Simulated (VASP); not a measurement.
# KF (R-3m) in VASP: further runs

Runs on KF. Level: LDA. Tasks: single point.

All numbers are computed with VASP 6.6.1; they aren't measurements. Logs are shortened: lines on timing, memory, paths and dates and some standing lists are left out, and cuts for length are marked.

## (1) The cell of the first run

Symmetry: R-3m, No. 166, trigonal system. Conventional cell: a = 3.671 Å, b = 3.671 Å, c = 8.707 Å, α = 90.00°, β = 90.00°, γ = 120.00°. K (site symmetry -3m) has 6 F at 2.57 Å within 3.4 Å. F (site symmetry -3m) has 6 K at 2.57 Å within 3.4 Å.

## (2) Single point, LDA

File INCAR:

```
ALGO = Normal
EDIFF = 1E-6
ENCUT = 520
GGA = CA
ISIF = 2
ISMEAR = 0
LASPH = True
LCHARG = False
LREAL = False
LWAVE = False
NBANDS = 15
NELM = 60
PREC = Accurate
SIGMA = 0.05
```

File KPOINTS:

```
k-points
0
Gamma
  8 8 8
```

File POSCAR:

```
KF
1.0
   -0.0546792060      2.5408527238      2.5408527238
    2.5408527238     -0.0546792060      2.5408527238
    2.5408527238      2.5408527238     -0.0546792060
K F
1 1
Direct
    0.0000000000      0.0000000000      0.0000000000
    0.5000000000      0.5000000000      0.5000000000
```

Potentials or basis: VASP PAW LDA potentials, release 64 (K_sv, F).

On the command line:

```console
> cat potpaw_LDA.64/K_sv/POTCAR potpaw_LDA.64/F/POTCAR > POTCAR
> mpirun -np 1 vasp_std > vasp.out
```

OUTCAR:

```text
EDIFF = 1E-6
   ENCUT = 520
   GGA = CA
   ISIF = 2
   ISMEAR = 0
   LASPH = True
   LREAL = False
   NELM = 60
   PREC = Accurate

 ion  position               nearest neighbor table
   1  0.000  0.000  0.000-   2 2.57   2 2.57   2 2.57   2 2.57   2 2.57   2 2.57
   2  0.500  0.500  0.500-   1 2.57   1 2.57   1 2.57   1 2.57   1 2.57   1 2.57

  LATTYP: Found a trigonal (rhomboedric) cell.
 ALAT       =     3.5937243834
 COS(alpha) =     0.4783692091

  Lattice vectors:

 A1 = (  -0.0546792060,   2.5408527238,   2.5408527238)
 A2 = (   2.5408527238,  -0.0546792060,   2.5408527238)
 A3 = (   2.5408527238,   2.5408527238,  -0.0546792060)

Analysis of symmetry for initial positions (statically):
=====================================================================
 Subroutine PRICEL returns:
 Original cell was already a primitive cell.

 Routine SETGRP: Setting up the symmetry group for a
 trigonal (rhombohedral) supercell.

 Subroutine GETGRP returns: Found 12 space group operations
 (whereof 12 operations were pure point group operations)
 out of a pool of 12 trial point group operations.

The static configuration has the point symmetry D_3d.

Analysis of symmetry for dynamics (positions and initial velocities):
=====================================================================
 Subroutine PRICEL returns:
 Original cell was already a primitive cell.

 Routine SETGRP: Setting up the symmetry group for a
 trigonal (rhombohedral) supercell.

 Subroutine GETGRP returns: Found 12 space group operations
 (whereof 12 operations were pure point group operations)
 out of a pool of 12 trial point group operations.

The dynamic configuration has the point symmetry D_3d.

 Subroutine INISYM returns: Found 12 space group operations
 (whereof 12 operations are pure point group operations),
 and found     1 'primitive' translations

----------------------------------------------------------------------------------------

                                     Primitive cell

  volume of cell :      33.8660

  direct lattice vectors                    reciprocal lattice vectors
    -0.054679206  2.540852724  2.540852724    -0.190543399  0.194734081  0.194734081
     2.540852724 -0.054679206  2.540852724     0.194734081 -0.190543399  0.194734081
     2.540852724  2.540852724 -0.054679206     0.194734081  0.194734081 -0.190543399

  length of vectors
     3.593724383  3.593724383  3.593724383     0.334887311  0.334887311  0.334887311

  position of ions in fractional coordinates (direct lattice)
     0.000000000  0.000000000  0.000000000
     0.500000000  0.500000000  0.500000000

  ion indices of the primitive-cell ions
   primitive index   ion index
                 1           1
                 2           2

----------------------------------------------------------------------------------------

 KPOINTS: k-points

Automatic generation of k-mesh.
 Grid dimensions read from file:
 generate k-points for:    8    8    8

 Generating k-lattice:

  Cartesian coordinates                     Fractional coordinates (reciprocal lattice)
    -0.023817925  0.024341760  0.024341760     0.125000000  0.000000000  0.000000000
     0.024341760 -0.023817925  0.024341760     0.000000000  0.125000000  0.000000000
     0.024341760  0.024341760 -0.023817925     0.000000000  0.000000000  0.125000000

  Length of vectors
     0.041860914  0.041860914  0.041860914

  Shift w.r.t. Gamma in fractional coordinates (k-lattice)
     0.000000000  0.000000000  0.000000000

 Subroutine IBZKPT returns following result:
 ===========================================

 Found     65 irreducible k-points:

 Following reciprocal coordinates:
            Coordinates               Weight
  0.000000  0.000000  0.000000      1.000000
  0.125000  0.000000  0.000000      6.000000
  0.250000  0.000000  0.000000      6.000000
  0.375000  0.000000 -0.000000      6.000000
  0.500000  0.000000  0.000000      3.000000
  0.125000  0.125000  0.000000      6.000000
[... 16 lines left out ...]
  0.250000  0.125000  0.125000      6.000000
  0.375000  0.125000  0.125000      6.000000
 [... further k-points ...]
   k-points           NKPTS =     65   k-points in BZ     NKDIM =     65   number of bands    NBANDS=     15
   number of dos      NEDOS =    301   number of ions     NIONS =      2
   total plane-waves  NPLWV =  21952
   dimension x,y,z NGX =    28 NGY =   28 NGZ =   28
   dimension x,y,z NGXF=    56 NGYF=   56 NGZF=   56
   ions per type =               1   1
   NGX,Y,Z   is equivalent  to a cutoff of  12.95, 12.95, 12.95 a.u.
   NGXF,Y,Z  is equivalent  to a cutoff of  25.91, 25.91, 25.91 a.u.
 SYSTEM =  unknown system
   PREC   = accura    normal or accurate (medium, high low for compatibility)
   ISTART =      0    job   : 0-new  1-cont  2-samecut
   ICHARG =      2    charge: 1-file 2-atom 10-const
   ISPIN  =      1    spin polarized calculation?
   LNONCOLLINEAR =      F non collinear calculations
[... 63 lines left out ...]
      3     -11.5905      2.00000
      4     -11.5905      2.00000
      5     -11.5594      2.00000
      6      -2.8787      2.00000
      7      -2.8787      2.00000
      8      -2.8518      2.00000
      9       3.5638      0.00000
     10       7.8100      0.00000
     11       7.8100      0.00000
     12       8.2023      0.00000
     13       9.8587      0.00000
     14       9.8587      0.00000
     15      14.2477      0.00000

 k-point     2 :       0.1250    0.0000    0.0000
  band No.  band energies     occupation
      1     -28.2003      2.00000
      2     -21.1763      2.00000
      3     -11.6388      2.00000
      4     -11.5944      2.00000
      5     -11.5710      2.00000
      6      -3.0535      2.00000
      7      -2.9537      2.00000
      8      -2.9242      2.00000
      9       4.0449      0.00000
     10       7.5856      0.00000
     11       8.0418      0.00000
     12       8.4085      0.00000
     13      10.0470      0.00000
     14      10.0526      0.00000
     15      15.1162      0.00000

 k-point     3 :       0.2500    0.0000    0.0000
  band No.  band energies     occupation
      1     -28.1378      2.00000
      2     -21.2446      2.00000
      3     -11.7625      2.00000
      4     -11.6035      2.00000
      5     -11.5900      2.00000
      6      -3.4254      2.00000
      7      -3.1296      2.00000
      8      -3.0872      2.00000
      9       5.1981      0.00000
     10       7.2946      0.00000
     11       8.6308      0.00000
     12       9.0050      0.00000
     13      10.5994      0.00000
     14      10.6312      0.00000
     15      16.5408      0.00000

 k-point     4 :       0.3750    0.0000   -0.0000
  band No.  band energies     occupation
      1     -28.0739      2.00000
      2     -21.3146      2.00000
      3     -11.8850      2.00000
      4     -11.6122      2.00000
      5     -11.6075      2.00000
      6      -3.7441      2.00000
      7      -3.2991      2.00000
      8      -3.2436      2.00000
      9       6.1620      0.00000
     10       7.6481      0.00000
     11       9.2315      0.00000
     12       9.5958      0.00000
     13      11.4987      0.00000
     14      11.5870      0.00000
     15      15.4483      0.00000
[... 307 lines left out ...]
 k-point    22 :       0.1250    0.1250    0.1250
  band No.  band energies     occupation
      1     -28.1977      2.00000
      2     -21.1741      2.00000
      3     -11.6240      2.00000
      4     -11.5991      2.00000
      5     -11.5991      2.00000
      6      -3.0361      2.00000
      7      -2.9590      2.00000
      8      -2.9590      2.00000
      9       4.0784      0.00000
     10       7.8249      0.00000
     11       8.0825      0.00000
     12       8.0825      0.00000
     13      10.0299      0.00000
     14      10.0299      0.00000
     15      15.2529      0.00000

 k-point    23 :       0.2500    0.1250    0.1250
  band No.  band energies     occupation
      1     -28.1592      2.00000
      2     -21.2100      2.00000
      3     -11.6936      2.00000
      4     -11.6750      2.00000
      5     -11.5762      2.00000
      6      -3.3131      2.00000
      7      -3.1220      2.00000
      8      -2.9058      2.00000
      9       4.7672      0.00000
     10       7.2874      0.00000
     11       8.3343      0.00000
     12       8.8528      0.00000
     13      10.3077      0.00000
     14      10.3196      0.00000
     15      16.3896      0.00000

 k-point    24 :       0.3750    0.1250    0.1250
  band No.  band energies     occupation
      1     -28.0972      2.00000
      2     -21.2693      2.00000
      3     -11.8336      2.00000
      4     -11.7278      2.00000
      5     -11.5860      2.00000
      6      -3.5950      2.00000
      7      -3.2848      2.00000
      8      -2.9937      2.00000
      9       5.8696      0.00000
     10       7.0771      0.00000
     11       8.9549      0.00000
     12       9.4401      0.00000
     13      10.8275      0.00000
     14      11.2097      0.00000
     15      16.4528      0.00000

 [... further k-points ...]

------------------------ aborting loop because EDIFF is reached ----------------------------------------

  FORCE on cell =-STRESS in cart. coord.  units (eV):
  Direction    XX          YY          ZZ          XY          YZ          ZX
  --------------------------------------------------------------------------------------
  -------------------------------------------------------------------------------------
  Total        0.1993429      0.1993429      0.1993429      0.0532756      0.0532756      0.0532756
  in kB        9.4307774      9.4307774      9.4307774      2.5204305      2.5204305      2.5204305
  external PRESSURE =       9.4307774 kB  Pullay stress =       0.0000000 kB

 VOLUME and BASIS-vectors are now :
 -----------------------------------------------------------------------------
  energy-cutoff  :      520.00
  volume of cell :       33.87
      direct lattice vectors                 reciprocal lattice vectors
    -0.054679206  2.540852724  2.540852724    -0.190543399  0.194734081  0.194734081
     2.540852724 -0.054679206  2.540852724     0.194734081 -0.190543399  0.194734081
     2.540852724  2.540852724 -0.054679206     0.194734081  0.194734081 -0.190543399

 POSITION                                       TOTAL-FORCE (eV/Angst)
 -----------------------------------------------------------------------------------
      0.00000      0.00000      0.00000        -0.000000      0.000000     -0.000000
      2.51351      2.51351      2.51351         0.000000     -0.000000      0.000000
 -----------------------------------------------------------------------------------
    total drift:                                0.000000      0.000000      0.000000

  FREE ENERGIE OF THE ION-ELECTRON SYSTEM (eV)
  ---------------------------------------------------
  free  energy   TOTEN  =        -9.0671068144 eV

  energy  without entropy=       -9.0671068144  energy(sigma->0) =       -9.06710681
```

It took 20 s on 1 thread of AMD EPYC 9R14 (Zen 4), shared host; peak memory 0.13 GiB.

What came out:

```
Free energy            : -9.0671 eV
Pressure               : 0.9 GPa
Band gap on the k mesh : 6.42 eV, direct
```

Stress tensor (GPa, compression positive):
```
0.94 0.25 0.25
0.25 0.94 0.25
0.25 0.25 0.94
```

Levels at points of the mesh, in eV from the valence-band top:
```csv
k point,band 5,band 6,band 7,band 8,band 9,band 10,band 11,band 12
"(0.00, 0.00, 0.00)",-8.71,-0.03,-0.03,0.00,6.42,10.66,10.66,11.05
"(0.50, 0.00, 0.00)",-8.76,-1.01,-0.52,-0.45,9.22,11.07,12.32,12.67
"(0.50, 0.50, 0.00)",-9.03,-0.14,-0.05,-0.02,7.93,10.77,12.35,14.18
"(0.50, 0.50, 0.50)",-8.80,-1.02,-0.55,-0.55,9.31,11.20,12.56,12.56
```

## (3) Single point, LDA

This run uses another cell than the first one, of 17.48 Å³/atom, 1.032 times its volume.

File INCAR:

```
SYSTEM = KF
ALGO = Normal
EDIFF = 1E-6
ENCUT = 520
GGA = CA
ISIF = 2
ISMEAR = 0
LASPH = .TRUE.
LCHARG = .TRUE.
LELF = .TRUE.
LREAL = .FALSE.
LVHAR = .TRUE.
LWAVE = .FALSE.
NBANDS = 15
NELM = 80
PREC = Accurate
SIGMA = 0.05
```

File KPOINTS:

```
k-points
0
G
  8 8 8
  0 0 0
```

File POSCAR:

```
KF
1.0
   -0.0826382195      2.5547517632      2.5547517632
    2.5547517632     -0.0826382195      2.5547517632
    2.5547517632      2.5547517632     -0.0826382195
K F
1 1
Direct
    0.0000000000      0.0000000000      0.0000000000
    0.5000000000      0.5000000000      0.5000000000
```

Potentials or basis: VASP PAW LDA potentials, release 64 (K_sv, F).

On the command line:

```console
> cat potpaw_LDA.64/K_sv/POTCAR potpaw_LDA.64/F/POTCAR > POTCAR
> mpirun -np 1 vasp_std > vasp.out
```

It took 20 s on 1 thread of AMD EPYC 9R14 (Zen 4), shared host; peak memory 0.13 GiB.

The run converged. Its results:

```
Free energy            : -9.0675 eV
Pressure               : -0.5 GPa
Band gap on the k mesh : 6.22 eV, direct
```

Stress tensor (GPa, compression positive):
```
-0.54  0.39  0.39
 0.39 -0.54  0.39
 0.39  0.39 -0.54
```

Levels at points of the mesh, in eV from the valence-band top:
| k point | band 4 | band 5 | band 6 | band 7 | band 8 | band 9 | band 10 | band 11 | band 12 | band 13 |
| --- | --- | --- | --- | --- | --- | --- | --- | --- | --- | --- |
| (0.00, 0.00, 0.00) | -8.86 | -8.83 | -0.04 | -0.04 | 0.00 | 6.22 | 10.51 | 10.51 | 11.09 | 12.58 |
| (0.50, 0.00, 0.00) | -8.88 | -8.88 | -0.98 | -0.50 | -0.41 | 9.06 | 10.79 | 12.07 | 12.58 | 14.75 |
| (0.50, 0.50, 0.00) | -9.18 | -9.11 | -0.19 | -0.08 | -0.04 | 7.91 | 10.56 | 12.07 | 13.97 | 14.72 |
| (0.50, 0.50, 0.50) | -8.93 | -8.93 | -0.99 | -0.54 | -0.54 | 9.20 | 10.98 | 12.40 | 12.40 | 14.91 |

## (4) Single point, LDA

This run uses another cell than the first one, of 18.03 Å³/atom, 1.065 times its volume.

File INCAR:

```
ALGO = Normal
EDIFF = 1E-6
ENCUT = 520
ISIF = 2
ISMEAR = 0
LASPH = True
LCHARG = False
LREAL = False
LWAVE = False
NBANDS = 15
NELM = 80
PREC = Accurate
SIGMA = 0.05
```

File KPOINTS:

```
k-points
0
Gamma
  8 8 8
```

File POSCAR:

```
KF
1.0
   -0.0558395083      2.5947700610      2.5947700610
    2.5947700610     -0.0558395083      2.5947700610
    2.5947700610      2.5947700610     -0.0558395083
K F
1 1
Direct
    0.0000000000      0.0000000000      0.0000000000
    0.5000000000      0.5000000000      0.5000000000
```

On the command line:

```console
> cat potpaw_LDA.64/K_sv/POTCAR potpaw_LDA.64/F/POTCAR > POTCAR
> mpirun -np 1 vasp_std > vasp.out
```

Wall time 29 s (1 thread of AMD EPYC 7R13 (Zen 3), shared host); peak memory 0.13 GiB.

Results (log left out):

* Free energy: -9.0634 eV
* Pressure: -1.7 GPa
* Band gap on the k mesh: 6.06 eV, direct

Stress tensor (GPa, compression positive):
```
-1.71  0.29  0.29
 0.29 -1.71  0.29
 0.29  0.29 -1.71
```

Levels at points of the mesh, in eV from the valence-band top:
| k point | band 5 | band 6 | band 7 | band 8 | band 9 | band 10 | band 11 | band 12 |
| --- | --- | --- | --- | --- | --- | --- | --- | --- |
| (0.00, 0.00, 0.00) | -8.92 | -0.03 | -0.03 | 0.00 | 6.06 | 10.51 | 10.51 | 10.88 |
| (0.50, 0.00, 0.00) | -8.97 | -0.93 | -0.45 | -0.39 | 8.96 | 10.58 | 12.03 | 12.36 |
| (0.50, 0.50, 0.00) | -9.19 | -0.20 | -0.07 | -0.05 | 7.91 | 10.40 | 11.82 | 13.84 |
| (0.50, 0.50, 0.50) | -9.00 | -0.94 | -0.48 | -0.48 | 9.06 | 10.70 | 12.25 | 12.25 |

A k mesh can miss the band edges. Expect the measured gap to be larger: semilocal functionals such as LDA lack the derivative discontinuity.

## (5) Single point, LDA

This run uses another cell than the first one, of 18.58 Å³/atom, 1.098 times its volume.

File INCAR:

```
PREC = Accurate ; ENCUT = 520
EDIFF = 1E-7 ; ISMEAR = 0
SIGMA = 0.05 ; LREAL = F
LASPH = T ; NELM = 100
ALGO = Normal ; ISIF = 2
LWAVE = F ; LCHARG = F
NBANDS = 15
```

File KPOINTS:

```
Automatic mesh
0
Gamma
  8 8 8
```

File POSCAR:

```
KF
1.0
   -0.0282280131      2.6347920876      2.6347920876
    2.6347920876     -0.0282280131      2.6347920876
    2.6347920876      2.6347920876     -0.0282280131
K F
1 1
Direct
    0.0000000000      0.0000000000      0.0000000000
    0.5000000000      0.5000000000      0.5000000000
```

On the command line:

```console
> cat potpaw_LDA.64/K_sv/POTCAR potpaw_LDA.64/F/POTCAR > POTCAR
> mpirun -np 1 vasp_std > vasp.out
```

Wall time 32 s (1 thread of AMD EPYC 7R13 (Zen 3), shared host); peak memory 0.13 GiB.

It converged, with:

* Free energy: -9.0511 eV
* Pressure: -2.7 GPa
* Band gap on the k mesh: 5.91 eV, direct

Stress tensor (GPa, compression positive):
```
-2.68  0.15  0.15
 0.15 -2.68  0.15
 0.15  0.15 -2.68
```

Levels at points of the mesh, in eV from the valence-band top:
```
           k point  band 4  band 5  band 6  band 7  band 8  band 9  band 10  band 11  band 12  band 13
(0.00, 0.00, 0.00)   -9.03   -9.02   -0.02   -0.02    0.00    5.91    10.51    10.51    10.69    12.34
(0.50, 0.00, 0.00)   -9.07   -9.06   -0.89   -0.40   -0.38    8.86    10.38    11.99    12.15    14.44
(0.50, 0.50, 0.00)   -9.28   -9.27   -0.21   -0.07   -0.05    7.90    10.25    11.59    13.71    14.42
(0.50, 0.50, 0.50)   -9.08   -9.08   -0.89   -0.42   -0.42    8.91    10.44    12.10    12.10    14.49
```

A k mesh can miss the band edges. As with any semilocal functional, this LDA gap is likely too small.

## (6) Single point, LDA

This run uses another cell than the first one, of 18.59 Å³/atom, 1.098 times its volume.

File INCAR:

```
PREC     = Accurate       # precision mode
ENCUT    = 520            # plane-wave cutoff, eV
EDIFF    = 1E-7           # SCF threshold, eV
ISMEAR   = 0              # smearing method
SIGMA    = 0.05           # smearing width, eV
LREAL    = F              # projectors in reciprocal space
LASPH    = T              # aspherical terms in the spheres
NELM     = 60             # most SCF steps
ALGO     = Normal         # electronic algorithm
ISIF     = 2              # what is computed and relaxed
LWAVE    = F              # write WAVECAR
LCHARG   = T              # write CHGCAR
LELF     = T              # ELF
LVHAR    = T            
NBANDS   = 15             # bands
```

KPOINTS is that of step 5.

File POSCAR:

```
KF
1.0
   -0.0843392667      2.6073394567      2.6073394567
    2.6073394567     -0.0843392667      2.6073394567
    2.6073394567      2.6073394567     -0.0843392667
K F
1 1
Direct
    0.0000000000      0.0000000000      0.0000000000
    0.5000000000      0.5000000000      0.5000000000
```

Potentials or basis: VASP PAW LDA potentials, release 64 (K_sv, F).

On the command line:

```console
> cat potpaw_LDA.64/K_sv/POTCAR potpaw_LDA.64/F/POTCAR > POTCAR
> mpirun -np 1 vasp_std > vasp.out
```

Wall time 32 s (1 thread of AMD EPYC 7R13 (Zen 3), shared host); peak memory 0.13 GiB.

It converged, with:

```
Free energy            : -9.0467 eV
Pressure               : -2.7 GPa
Band gap on the k mesh : 5.89 eV, direct
```

Stress tensor (GPa, compression positive):
```
-2.72  0.43  0.43
 0.43 -2.72  0.43
 0.43  0.43 -2.72
```

Levels at points of the mesh, in eV from the valence-band top:
| k point | band 4 | band 5 | band 6 | band 7 | band 8 | band 9 | band 10 | band 11 | band 12 | band 13 |
| --- | --- | --- | --- | --- | --- | --- | --- | --- | --- | --- |
| (0.00, 0.00, 0.00) | -9.07 | -9.04 | -0.04 | -0.04 | 0.00 | 5.89 | 10.36 | 10.36 | 10.91 | 12.33 |
| (0.50, 0.00, 0.00) | -9.09 | -9.09 | -0.91 | -0.44 | -0.36 | 8.80 | 10.33 | 11.79 | 12.28 | 14.34 |
| (0.50, 0.50, 0.00) | -9.33 | -9.28 | -0.24 | -0.10 | -0.06 | 7.88 | 10.21 | 11.57 | 13.65 | 14.33 |
| (0.50, 0.50, 0.50) | -9.13 | -9.13 | -0.91 | -0.48 | -0.48 | 8.95 | 10.51 | 12.10 | 12.10 | 14.49 |

## (7) Overview

| cell | gap on the mesh (eV) | pressure (GPa) |
| --- | --- | --- |
| a = 3.594 Å, angles 61.4°, 2 atoms | 6.42 | 0.9 |
| a = 3.614 Å, angles 62.1°, 2 atoms | 6.22 | -0.5 |
| a = 3.670 Å, angles 61.4°, 2 atoms | 6.06 | -1.7 |
| a = 3.726 Å, angles 60.7°, 2 atoms | 5.91 | -2.7 |
| a = 3.688 Å, angles 62.1°, 2 atoms | 5.89 | -2.7 |

Alike in all rows: task single point; level LDA; potentials or basis VASP PAW LDA potentials, release 64 (K_sv, F); no spin polarisation; k mesh 8 × 8 × 8; cutoff (eV) 520; smearing gaussian 0.05 eV.

Absolute energies hang on the potentials; compare differences alone.
